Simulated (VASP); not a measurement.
# NaH (Fm-3m) in VASP: notebook

The runs below take NaH through single point, with PBE, r2SCAN.

Program: VASP 6.6.1. These are calculated values, not measurements. Logs are shortened: lines on timing, memory, paths and dates and some standing lists are left out, and cuts for length are marked.

**1. The cell of the first run**

Symmetry: Fm-3m, No. 225, cubic system. Conventional cell: a = 4.795 Å, b = 4.795 Å, c = 4.795 Å, α = 90.00°, β = 90.00°, γ = 90.00°. Within 3.2 Å of Na (site symmetry m-3m) lie 6 H at 2.40 Å. Within 3.2 Å of H (site symmetry m-3m) lie 6 Na at 2.40 Å.

**2. Single point, PBE**

Contents of INCAR:

```
SYSTEM = NaH
PREC = Accurate ; ENCUT = 520
EDIFF = 1E-7 ; ISMEAR = 0
SIGMA = 0.01 ; LREAL = .False.
LASPH = .True. ; NELM = 80
ALGO = Normal ; ISIF = 2
LWAVE = .False. ; LCHARG = .False.
GGA = PE ; NBANDS = 11
```

Contents of KPOINTS:

```
Automatic mesh
0
Gamma
  6 6 6
  0 0 0
```

Contents of POSCAR:

```
NaH
1.0
    0.0000000000      2.3975126473      2.3975126473
    2.3975126473      0.0000000000      2.3975126473
    2.3975126473      2.3975126473      0.0000000000
Na H
1 1
Direct
    0.0000000000      0.0000000000      0.0000000000
    0.5000000000      0.5000000000      0.5000000000
```

Potentials or basis: VASP PAW PBE potentials, release 64 (Na_pv, H).

On the command line:

```sh
> cat potpaw_PBE.64/Na_pv/POTCAR potpaw_PBE.64/H/POTCAR > POTCAR
> mpirun -np 1 vasp_std > vasp.out
```

OUTCAR:

```text
SYSTEM = NaH
   PREC = Accurate
   ENCUT = 520
   EDIFF = 1E-7
   ISMEAR = 0
   LREAL = .False.
   LASPH = .True.
   NELM = 80
   ISIF = 2
   GGA = PE

 ion  position               nearest neighbor table
   1  0.000  0.000  0.000-
   2  0.500  0.500  0.500-

  LATTYP: Found a face centered cubic cell.
 ALAT       =     4.7950252946

  Lattice vectors:

 A1 = (   0.0000000000,   2.3975126473,   2.3975126473)
 A2 = (   2.3975126473,   0.0000000000,   2.3975126473)
 A3 = (   2.3975126473,   2.3975126473,   0.0000000000)

Analysis of symmetry for initial positions (statically):
=====================================================================
 Subroutine PRICEL returns:
 Original cell was already a primitive cell.

 Routine SETGRP: Setting up the symmetry group for a
 face centered cubic supercell.

 Subroutine GETGRP returns: Found 48 space group operations
 (whereof 48 operations were pure point group operations)
 out of a pool of 48 trial point group operations.

The static configuration has the point symmetry O_h .

Analysis of symmetry for dynamics (positions and initial velocities):
=====================================================================
 Subroutine PRICEL returns:
 Original cell was already a primitive cell.

 Routine SETGRP: Setting up the symmetry group for a
 face centered cubic supercell.

 Subroutine GETGRP returns: Found 48 space group operations
 (whereof 48 operations were pure point group operations)
 out of a pool of 48 trial point group operations.

The dynamic configuration has the point symmetry O_h .

 Subroutine INISYM returns: Found 48 space group operations
 (whereof 48 operations are pure point group operations),
 and found     1 'primitive' translations

----------------------------------------------------------------------------------------

                                     Primitive cell

  volume of cell :      27.5621

  direct lattice vectors                    reciprocal lattice vectors
     0.000000000  2.397512647  2.397512647    -0.208549473  0.208549473  0.208549473
     2.397512647  0.000000000  2.397512647     0.208549473 -0.208549473  0.208549473
     2.397512647  2.397512647  0.000000000     0.208549473  0.208549473 -0.208549473

  length of vectors
     3.390594902  3.390594902  3.390594902     0.361218284  0.361218284  0.361218284

  position of ions in fractional coordinates (direct lattice)
     0.000000000  0.000000000  0.000000000
     0.500000000  0.500000000  0.500000000

  ion indices of the primitive-cell ions
   primitive index   ion index
                 1           1
                 2           2

----------------------------------------------------------------------------------------

 KPOINTS: Automatic mesh

Automatic generation of k-mesh.
 Grid dimensions read from file:
 generate k-points for:    6    6    6

 Generating k-lattice:

  Cartesian coordinates                     Fractional coordinates (reciprocal lattice)
    -0.034758246  0.034758246  0.034758246     0.166666667  0.000000000  0.000000000
     0.034758246 -0.034758246  0.034758246     0.000000000  0.166666667  0.000000000
     0.034758246  0.034758246 -0.034758246     0.000000000  0.000000000  0.166666667

  Length of vectors
     0.060203047  0.060203047  0.060203047

  Shift w.r.t. Gamma in fractional coordinates (k-lattice)
     0.000000000  0.000000000  0.000000000

 Subroutine IBZKPT returns following result:
 ===========================================

 Found     16 irreducible k-points:

 Following reciprocal coordinates:
            Coordinates               Weight
  0.000000  0.000000  0.000000      1.000000
  0.166667  0.000000  0.000000      8.000000
  0.333333  0.000000  0.000000      8.000000
  0.500000  0.000000  0.000000      4.000000
  0.166667  0.166667  0.000000      6.000000
  0.333333  0.166667  0.000000     24.000000
[... 8 lines left out ...]
 -0.333333  0.333333  0.166667     24.000000
 -0.333333  0.500000  0.166667     12.000000
   k-points           NKPTS =     16   k-points in BZ     NKDIM =     16   number of bands    NBANDS=     11
   number of dos      NEDOS =    301   number of ions     NIONS =      2
   total plane-waves  NPLWV =  21952
   dimension x,y,z NGX =    28 NGY =   28 NGZ =   28
   dimension x,y,z NGXF=    56 NGYF=   56 NGZF=   56
   ions per type =               1   1
   NGX,Y,Z   is equivalent  to a cutoff of  13.73, 13.73, 13.73 a.u.
   NGXF,Y,Z  is equivalent  to a cutoff of  27.46, 27.46, 27.46 a.u.
 SYSTEM =  NaH
   PREC   = accura    normal or accurate (medium, high low for compatibility)
   ISTART =      0    job   : 0-new  1-cont  2-samecut
   ICHARG =      2    charge: 1-file 2-atom 10-const
   ISPIN  =      1    spin polarized calculation?
   LNONCOLLINEAR =      F non collinear calculations
   LSORBIT =      F    spin-orbit coupling
   LASPH  =      T    aspherical Exc in radial PAW
   ENCUT  =  520.0 eV  38.22 Ry    6.18 a.u.   6.30  6.30  6.30*2*pi/ulx,y,z
   NELM   =     80;   NELMIN=  2; NELMDL= -5     # of ELM steps
   EDIFF  = 0.1E-06   stopping-criterion for ELM
   LREAL  =      F    real-space projection
   EDIFFG = 0.1E-05   stopping-criterion for IOM
   NSW    =      0    number of steps for IOM
   IBRION =     -1    ionic relax: 0-MD 1-quasi-New 2-CG
   NFREE  =      0    steps in history (QN), initial steepest desc. (CG)
   ISIF   =      2    stress and relaxation
   ISYM   =      2    0-nonsym 1-usesym 2-fastsym
   POTIM  = 0.5000    time-step for ionic-motion
   TEBEG  =    0.0;   TEEND  =   0.0 temperature during run
   PSTRESS=    0.0 pullay stress
   NELECT =       8.0000    total number of electrons
   NUPDOWN=      -1.0000    fix difference up-down
   EMIN   =  10.00;   EMAX   =-10.00  energy-range for DOS
   EFERMI =   0.00;   METHOD = LEGACY
   ISMEAR =     0;   SIGMA  =   0.01  broadening in eV -4-tet -1-fermi 0-gaus
   EFERMI_NEDOS =   21; number of points for ismear=-14 and -15
   IALGO  =     38    algorithm
   IMIX   =      4    mixing-type and parameters
     AMIX     =   0.40;   BMIX     =  1.00
     AMIX_MAG =   1.60;   BMIX_MAG =  1.00
  volume/ion in A,a.u.               =      13.78        93.00
  Fermi-wavevector in a.u.,A,eV,Ry     =   1.083928  2.048328 15.985495  1.174901
  Thomas-Fermi vector in A             =   2.220006
   LORBIT       =      0    0 simple, 1 ext, 2 COOP (PROOUT), +10 PAW based schemes
   GGA     = PE    functional components
   LHFCALC =     F    Hartree Fock is set to
   AEXX    =    0.0000 exact exchange contribution
   IVDW    =     0    specifies the selected vdW correction
   LEPSILON=     F    determine dielectric tensor
   LRPA    =     F    only Hartree local field effects (RPA)
 non-spin polarized calculation
 Gauss-broadening in eV      SIGMA  =   0.01
  energy-cutoff  :      520.00
  volume of cell :       27.56
 maximum number of plane-waves:       754
 NGX is ok and might be reduce to    28
   NGX = 13   NGY = 13   NGZ = 13

 number of electron       7.9999992 magnetization

 Free energy of the ion-electron system (eV)
  ---------------------------------------------------
  ext. energy  EPLUGINS =         0.00000000
  ---------------------------------------------------
  free energy    TOTEN  =        -5.08640475 eV

  energy without entropy =       -5.08640475  energy(sigma->0) =       -5.08640475

 E-fermi :  -1.0215     XC(G=0):  -7.8486

 val. band max:       -1.0857690256   @ k =  -0.3333   0.5000   0.1667
 cond. band min:       2.7610123159   @ k =   0.5000   0.0000   0.0000
 fundamental gap:      3.8467813415
 Fermi energy:        -1.0215006127

 k-point     1 :       0.0000    0.0000    0.0000
  band No.  band energies     occupation
      1     -23.1000      2.00000
      2     -23.1000      2.00000
      3     -23.1000      2.00000
      4      -4.7222      2.00000
      5       9.5872      0.00000
      6      14.7385      0.00000
      7      14.7385      0.00000
      8      14.7385      0.00000
      9      15.6542      0.00000
     10      15.6542      0.00000
     11      15.6542      0.00000

 k-point     2 :       0.1667    0.0000    0.0000
  band No.  band energies     occupation
      1     -23.1257      2.00000
      2     -23.1031      2.00000
      3     -23.1031      2.00000
      4      -4.2407      2.00000
      5       7.9809      0.00000
      6      11.4636      0.00000
      7      13.6307      0.00000
      8      13.6307      0.00000
      9      16.8721      0.00000
     10      16.8721      0.00000
     11      17.2250      0.00000

 k-point     3 :       0.3333    0.0000    0.0000
  band No.  band energies     occupation
      1     -23.1764      2.00000
      2     -23.1091      2.00000
      3     -23.1091      2.00000
      4      -2.9553      2.00000
      5       4.6237      0.00000
      6      10.2046      0.00000
      7      12.7740      0.00000
      8      12.7740      0.00000
      9      16.0911      0.00000
     10      16.0911      0.00000
     11      18.3369      0.00000

 k-point     4 :       0.5000    0.0000    0.0000
  band No.  band energies     occupation
      1     -23.2013      2.00000
      2     -23.1122      2.00000
      3     -23.1122      2.00000
      4      -1.9061      2.00000
      5       2.7610      0.00000
      6       9.9048      0.00000
      7      12.4907      0.00000
      8      12.4907      0.00000
      9      15.5867      0.00000
     10      15.5867      0.00000
     11      18.1632      0.00000

 k-point     5 :       0.1667    0.1667    0.0000
  band No.  band energies     occupation
      1     -23.1248      2.00000
      2     -23.1086      2.00000
      3     -23.1086      2.00000
      4      -4.0870      2.00000
      5       7.9412      0.00000
      6      11.9325      0.00000
      7      12.1072      0.00000
      8      12.1072      0.00000
      9      15.7078      0.00000
     10      17.7849      0.00000
     11      19.6484      0.00000
[... 99 lines left out ...]
 k-point    13 :       0.5000    0.5000    0.0000
  band No.  band energies     occupation
      1     -23.1903      2.00000
      2     -23.1343      2.00000
      3     -23.1343      2.00000
      4      -1.2206      2.00000
      5       3.6455      0.00000
      6       9.0818      0.00000
      7       9.7800      0.00000
      8       9.7800      0.00000
      9      10.9713      0.00000
     10      23.0719      0.00000
     11      24.8590      0.00000

 k-point    14 :       0.5000    0.3333    0.1667
  band No.  band energies     occupation
      1     -23.1736      2.00000
      2     -23.1383      2.00000
      3     -23.1207      2.00000
      4      -2.0405      2.00000
      5       4.8188      0.00000
      6       6.8035      0.00000
      7       9.7795      0.00000
      8      14.6554      0.00000
      9      14.7506      0.00000
     10      17.1170      0.00000
     11      21.0467      0.00000

 k-point    15 :      -0.3333    0.3333    0.1667
  band No.  band energies     occupation
      1     -23.1761      2.00000
      2     -23.1498      2.00000
      3     -23.1263      2.00000
      4      -1.3020      2.00000
      5       4.1228      0.00000
      6       5.9165      0.00000
      7       8.9388      0.00000
      8      14.6632      0.00000
      9      15.8561      0.00000
     10      18.3086      0.00000
     11      20.2266      0.00000

 k-point    16 :      -0.3333    0.5000    0.1667
  band No.  band energies     occupation
      1     -23.1762      2.00000
      2     -23.1483      2.00000
      3     -23.1360      2.00000
      4      -1.0858      2.00000
      5       4.2679      0.00000
      6       6.1632      0.00000
      7       7.8182      0.00000
      8      14.1111      0.00000
      9      14.2860      0.00000
     10      20.0289      0.00000
     11      20.1786      0.00000

------------------------ aborting loop because EDIFF is reached ----------------------------------------

  FORCE on cell =-STRESS in cart. coord.  units (eV):
  Direction    XX          YY          ZZ          XY          YZ          ZX
  --------------------------------------------------------------------------------------
  -------------------------------------------------------------------------------------
  Total        0.0907842      0.0907842      0.0907842     -0.0000000      0.0000000     -0.0000000
  in kB        5.2772565      5.2772565      5.2772565     -0.0000000      0.0000000     -0.0000000
  external PRESSURE =       5.2772565 kB  Pullay stress =       0.0000000 kB

 VOLUME and BASIS-vectors are now :
 -----------------------------------------------------------------------------
  energy-cutoff  :      520.00
  volume of cell :       27.56
      direct lattice vectors                 reciprocal lattice vectors
     0.000000000  2.397512647  2.397512647    -0.208549473  0.208549473  0.208549473
     2.397512647  0.000000000  2.397512647     0.208549473 -0.208549473  0.208549473
     2.397512647  2.397512647  0.000000000     0.208549473  0.208549473 -0.208549473

 POSITION                                       TOTAL-FORCE (eV/Angst)
 -----------------------------------------------------------------------------------
      0.00000      0.00000      0.00000         0.000000     -0.000000     -0.000000
      2.39751      2.39751      2.39751        -0.000000      0.000000      0.000000
 -----------------------------------------------------------------------------------
    total drift:                               -0.000000     -0.000000     -0.000000

  FREE ENERGIE OF THE ION-ELECTRON SYSTEM (eV)
  ---------------------------------------------------
  free  energy   TOTEN  =        -5.0864047498 eV

  energy  without entropy=       -5.0864047498  energy(sigma->0) =       -5.08640475
```

It took 5.4 s on 1 thread of Intel Xeon Platinum 8259CL at 2.50GHz (Skylake/Cascade Lake), shared host; peak memory 0.14 GiB.

What came out:

* Free energy: -5.0864 eV
* Pressure: 0.5 GPa
* Band gap on the k mesh: 3.85 eV (least direct gap 4.67 eV)

Levels at points of the mesh, in eV from the valence-band top:
| k point | band 1 | band 2 | band 3 | band 4 | band 5 | band 6 | band 7 | band 8 | band 9 |
| --- | --- | --- | --- | --- | --- | --- | --- | --- | --- |
| (0.00, 0.00, 0.00) | -22.01 | -22.01 | -22.01 | -3.64 | 10.67 | 15.82 | 15.82 | 15.82 | 16.74 |
| (0.50, 0.00, 0.00) | -22.12 | -22.03 | -22.03 | -0.82 | 3.85 | 10.99 | 13.58 | 13.58 | 16.67 |
| (0.50, 0.50, 0.00) | -22.10 | -22.05 | -22.05 | -0.13 | 4.73 | 10.17 | 10.87 | 10.87 | 12.06 |

A k mesh can miss the band edges.

**3. Single point, PBE**

Contents of INCAR:

```
  PREC = Accurate
  ENCUT = 520
  EDIFF = 1E-6
  ISMEAR = 0
  SIGMA = 0.01
  LREAL = False
  LASPH = True
  NELM = 100
  ALGO = Normal
  ISIF = 2
  LWAVE = False
  LCHARG = False
  GGA = PE
  NBANDS = 11
```

Contents of KPOINTS:

```
regular mesh
0
Gamma
  6 6 6
```

POSCAR is that of step 2.

Potentials or basis: VASP PAW PBE potentials, release 64 (Na_pv, H).

On the command line:

```sh
> cat potpaw_PBE.64/Na_pv/POTCAR potpaw_PBE.64/H/POTCAR > POTCAR
> mpirun -np 1 vasp_std > vasp.out
```

Wall time 5 s (1 thread of Intel Xeon Platinum 8259CL at 2.50GHz (Skylake/Cascade Lake), shared host); peak memory 0.14 GiB.

Results (log left out):

| Item | Value |
| --- | --- |
| Free energy | -5.0864 eV |
| Pressure | 0.5 GPa |
| Band gap on the k mesh | 3.85 eV (least direct gap 4.67 eV) |

Levels at points of the mesh, in eV from the valence-band top:
```tsv
k point	band 1	band 2	band 3	band 4	band 5	band 6	band 7	band 8	band 9
(0.00, 0.00, 0.00)	-22.01	-22.01	-22.01	-3.64	10.67	15.82	15.82	15.82	16.74
(0.50, 0.00, 0.00)	-22.12	-22.03	-22.03	-0.82	3.85	10.99	13.58	13.58	16.67
(0.50, 0.50, 0.00)	-22.10	-22.05	-22.05	-0.13	4.73	10.17	10.87	10.87	12.06
```

**4. Single point, r2SCAN**

POSCAR is that of step 3.

Contents of INCAR.step1:

```
PREC = Accurate
ENCUT = 520
ISMEAR = 0
SIGMA = 0.01
LREAL = F
LASPH = T
NELM = 100
NBANDS = 11
GGA = PE
ALGO = Normal
EDIFF = 1E-4
LWAVE = T
LCHARG = F
```

Contents of INCAR.step2:

```
PREC = Accurate
ENCUT = 520
EDIFF = 1E-6
ISMEAR = 0
SIGMA = 0.01
LREAL = F
LASPH = T
NELM = 100
ALGO = Normal
ISIF = 2
LWAVE = F
LCHARG = F
METAGGA = R2SCAN
LMIXTAU = T
NBANDS = 11
ISTART = 1
```

KPOINTS is that of step 3.

On the command line:

```sh
> cat potpaw_PBE.64/Na_pv/POTCAR potpaw_PBE.64/H/POTCAR > POTCAR
> cp INCAR.step1 INCAR
> mpirun -np 1 vasp_std > vasp.out
> cp INCAR.step2 INCAR
> mpirun -np 1 vasp_std > vasp.out
```

Run time: 20 s. Hardware: 1 thread of Intel Xeon Platinum 8259CL at 2.50GHz (Skylake/Cascade Lake), shared host; peak memory 0.15 GiB.

It converged, with:

```
Free energy            : -7.6025 eV
Pressure               : -0.3 GPa
Band gap on the k mesh : 4.46 eV (least direct gap 5.26 eV)
```

Levels at points of the mesh, in eV from the valence-band top:
```csv
k point,band 1,band 2,band 3,band 4,band 5,band 6,band 7,band 8,band 9
"(0.00, 0.00, 0.00)",-22.81,-22.81,-22.81,-3.57,11.70,16.57,16.57,16.57,17.56
"(0.50, 0.00, 0.00)",-22.91,-22.82,-22.82,-0.80,4.46,11.90,14.10,14.10,17.89
"(0.50, 0.50, 0.00)",-22.90,-22.84,-22.84,-0.13,5.29,10.84,11.58,11.58,13.34
```

Caveat: the PAW data sets were made with another functional, which shifts forces and pressure a little.

(Continued in part 2 of 2.)
